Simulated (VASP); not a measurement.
Set up this calculation in VASP 6.6.1, as the native input.

* Task: single point
* Functional: PBE
* Potentials or basis: VASP PAW PBE potentials, release 64 (Ti_sv, Co)
* Cutoff: 520 eV
* k mesh: 14 × 14 × 14
* Occupations: gaussian, width 0.1 eV
* Spin: collinear spin, ferromagnetic start
* Starting moments: [0.0, 0.6] μB
* Dipole correction: no
* Further INCAR settings: ALGO = Normal; EDIFF = 1e-07; NBANDS = 22

The structure of TiCo lies in POSCAR:

```
TiCo
1.0
    2.9855872823      0.0000000000      0.0000000000
    0.0000000000      2.9855872823      0.0000000000
    0.0000000000      0.0000000000      2.9855872823
Ti Co
1 1
Direct
    0.0000000000      0.0000000000      0.0000000000
    0.5000000000      0.5000000000      0.5000000000
```

One way to write it, as run:

INCAR

```
SYSTEM = TiCo
ALGO = Normal
EDIFF = 1E-7
ENCUT = 520
GGA = PE
ISIF = 2
ISMEAR = 0
ISPIN = 2
LASPH = .True.
LCHARG = .True.
LELF = .True.
LMAXMIX = 4
LORBIT = 11
LREAL = .False.
LVHAR = .True.
LWAVE = .False.
MAGMOM = 0 0.6
NBANDS = 22
NELM = 150
PREC = Accurate
SIGMA = 0.1
```

KPOINTS

```
k-points
0
Gamma
  14 14 14
  0 0 0
```

Potentials or basis: VASP PAW PBE potentials, release 64 (Ti_sv, Co).

The run is started by

```console
$ cat potpaw_PBE.64/Ti_sv/POTCAR potpaw_PBE.64/Co/POTCAR > POTCAR
$ mpirun -np 1 vasp_std > vasp.out
```

Results of the run:

| Item | Value |
| --- | --- |
| Pressure | -0.5 GPa |
| Net moment | 0.87 μB per cell |
| Site moments | Ti -0.03; Co +0.95 μB |
| Valence electrons inside the program's atomic spheres | Ti 10.29; Co 8.29 |

Wall time 99 s on 1 thread of Intel(R) Xeon(R) Platinum 8259CL CPU @ 2.50GHz (Skylake/Cascade Lake), on a shared host, peak memory 0.23 GiB.
